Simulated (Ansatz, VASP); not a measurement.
Two plane-wave programs on CaO

```
Ca O
1.0
     0.00000    2.38382    2.38382
     2.38382    0.00000    2.38382
     2.38382    2.38382    0.00000
Ca O
1 1
Direct
  0.00000 0.00000 0.00000
  0.50000 0.50000 0.50000
```

Alike in both runs: functional PBEsol; k mesh 8 × 8 × 8; occupations gaussian, width 0.1 eV; no spin polarisation.

Ansatz relaxed the structure, and its values are those at the end. VASP's run is a single point on that final structure, the one shown.

|  | VASP | Ansatz |
| --- | --- | --- |
| version | VASP 6.6.1 | Ansatz 0.2.0 |
| potentials or method | VASP PAW PBE potentials, release 64 (Ca_sv, O), cutoff 600 eV | scalar-relativistic, plane waves, PAW |
| valence electrons in the cell | 16 | 16 |

```tsv
	VASP	Ansatz	Ansatz less VASP
gap on the k mesh at the Fermi level (eV)	3.52	3.54	+0.022
least direct gap on the mesh (eV)	3.90	3.92	+0.021
pressure (GPa)	0.5	0.0	-0.53
```

VASP's potentials were made for PBE, not for PBEsol.
